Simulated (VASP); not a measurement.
Runs of VASP 6.6.1 on KPdO3. The structure is cubic, space group Pm-3m (No. 221). Conventional cell: a = 4.070 Å, b = 4.070 Å, c = 4.070 Å, α = 90.00°, β = 90.00°, γ = 90.00°. K (site symmetry m-3m) has 12 O at 2.88 Å and 8 Pd at 3.52 Å within 3.8 Å. Within 2.7 Å of Pd (site symmetry m-3m) lie 6 O at 2.04 Å. Within 2.7 Å of O (site symmetry 4/mmm) lie 2 Pd at 2.04 Å. 

```csv
smearing,gap on the mesh (eV),pressure (GPa)
gaussian 0.5 eV,none,-11.8
gaussian 0.3 eV,none,-12.2
gaussian 0.2 eV,none,-12.3
gaussian 0.1 eV,none,(a)
```

Alike in all rows: task single point; level LDA; potentials or basis VASP PAW LDA potentials, release 64 (K_sv, Pd, O); no spin polarisation; cell as given; k mesh 5 × 5 × 5; cutoff (eV) 520.

Problem. Fill in the values left out.

Solution. (a) -12.5.

Caveats: an odd number of electrons without spin polarisation forces a metal; a magnetic or distorted state may lie lower.

A k mesh can miss the band edges, and the runs leave out spin-orbit coupling on Pd.

A gap of «none» marks levels without a gap at the run's occupations.
